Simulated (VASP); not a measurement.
Crystal: C.

```
CELL_PARAMETERS angstrom
2.46497 0.00000 0.00000
-1.23249 2.13473 0.00000
0.00000 0.00000 6.74417
ATOMIC_POSITIONS crystal
C 0.00000 0.00000 0.25000
C 0.00000 0.00000 0.75000
C 0.33333 0.66667 0.25000
C 0.66667 0.33333 0.75000
```

- Program: VASP 6.6.1
- Task: relaxation of cell and atoms
- Functional: PBE
- Potentials or basis: VASP PAW PBE potentials, release 64 (C_h)
- Cutoff: 1300 eV
- k mesh: 21 × 21 × 6
- Occupations: gaussian, width 0.1 eV
- Spin: no spin polarisation

At the start: pressure 1.2 GPa; volume 8.87 Å³/atom.

Question: How do energy, volume and symmetry change on relaxing?

Answer: Over 17 steps the energy falls by 12.5 meV/atom and the volume is 10.84 Å³/atom (+22.2 %); space group P6_3/mmc (No. 194, to 0.1 Å) before and after.

The path:
```csv
step,energy change (eV),largest force (eV/Å),pressure (GPa),volume (Å³)
1,0.0000,0.0000,1.16,35.49
2,-0.0057,0.0000,0.77,35.82
3,-0.0193,0.0000,-0.32,36.81
4,-0.0340,0.0000,-2.18,38.81
5,-0.0333,0.0000,-5.10,42.85
6,-0.0347,0.0000,-4.97,42.93
7,-0.0385,0.0000,-4.25,43.17
8,-0.0443,0.0000,-2.98,43.65
9,-0.0490,0.0000,-0.50,44.59
10,-0.0490,0.0000,-0.60,44.56
11,-0.0491,0.0000,-0.54,44.49
12,-0.0493,0.0000,-0.39,44.30
13,-0.0496,0.0000,-0.04,43.92
14,-0.0496,0.0000,0.64,43.15
15,-0.0497,0.0000,0.24,43.59
16,-0.0498,0.0000,0.10,43.47
17,-0.0498,0.0000,-0.01,43.37
```

Final structure:
```
CELL_PARAMETERS angstrom
2.46606 0.00000 0.00000
-1.23303 2.13567 0.00000
0.00000 0.00000 8.23497
ATOMIC_POSITIONS crystal
C 0.00000 0.00000 0.25000
C 0.00000 0.00000 0.75000
C 0.33333 0.66667 0.25000
C 0.66667 0.33333 0.75000
```

Caveat: the volume moved by over 15 % at a fixed basis, so the end points are rough; this functional lacks dispersion, which binds layers or chains, so the pressure and a relaxed spacing across them are unreliable.
